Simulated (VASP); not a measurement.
Wanted: the native input for a VASP 6.6.1 run.

```yaml
Task: relaxation of cell and atoms
Functional: PBEsol
Potentials_or_basis: VASP PAW PBE potentials, release 64 (Al, N)
Cutoff: 600 eV
k_mesh: 10 × 10 × 6
Occupations: fermi-dirac, width 0.05 eV
Spin: no spin polarisation
Target_pressure: 30 GPa
Dipole_correction: no
Further_INCAR_settings: ALGO = Normal; EDIFF = 1e-06; IBRION = 2; EDIFFG = -0.02; NSW = 80; ISIF = 3
```

The structure of AlN lies in POSCAR:

```
AlN
1.0
    3.1130000000      0.0000000000      0.0000000000
   -1.5565000000      2.6959370820      0.0000000000
    0.0000000000      0.0000000000      4.9810000000
Al N
2 2
Direct
    0.6666666667      0.3333333333      0.5000000000
    0.3333333333      0.6666666667      0.0000000000
    0.6666666667      0.3333333333      0.8800000000
    0.3333333333      0.6666666667      0.3800000000
```

These files were run (other wordings do the same):

INCAR

```
SYSTEM = AlN
PREC = Accurate ; ENCUT = 600
EDIFF = 1E-6 ; ISMEAR = -1
SIGMA = 0.05 ; LREAL = .False.
LASPH = .True. ; NELM = 100
ALGO = Normal ; ISIF = 3
LWAVE = .False. ; LCHARG = .False.
GGA = PS ; IBRION = 2
NSW = 80 ; EDIFFG = -0.02
PSTRESS = 300.0
```

KPOINTS

```
Automatic mesh
0
Gamma
  10 10 6
  0 0 0
```

Potentials or basis: VASP PAW PBE potentials, release 64 (Al, N).

Launch:

```sh
$ cat potpaw_PBE.64/Al/POTCAR potpaw_PBE.64/N/POTCAR > POTCAR
$ mpirun -np 1 vasp_std > vasp.out
```

It gave:

```yaml
Relaxed_volume: 9.29 Å³/atom
Relaxed_cell: a = 3.006 Å, b = 3.006 Å, c = 4.748 Å, α = 90.00°, β = 90.00°, γ = 120.00°
Space_group_after_relaxing_to_0.05_Å: P6_3mc (No. 186)
Energy_change_on_relaxing_the_enthalpy_is_what_falls: +98.7 meV/atom
Ionic_steps: 9
Pressure_after_relaxing: 29.9 GPa
Largest_force_after_relaxing: 0.004 eV/Å
Band_gap_on_the_k_mesh: 5.02 eV, indirect (least direct gap 5.09 eV)
```

Caveat: the cell is relaxed towards a set pressure, so the enthalpy falls and the energy may rise; the PAW data sets were made with another functional, which shifts forces and pressure a little.

It took 64 s on 1 thread of Intel(R) Xeon(R) 6975P-C (Granite Rapids), with other jobs on the host, peak memory 0.19 GiB.
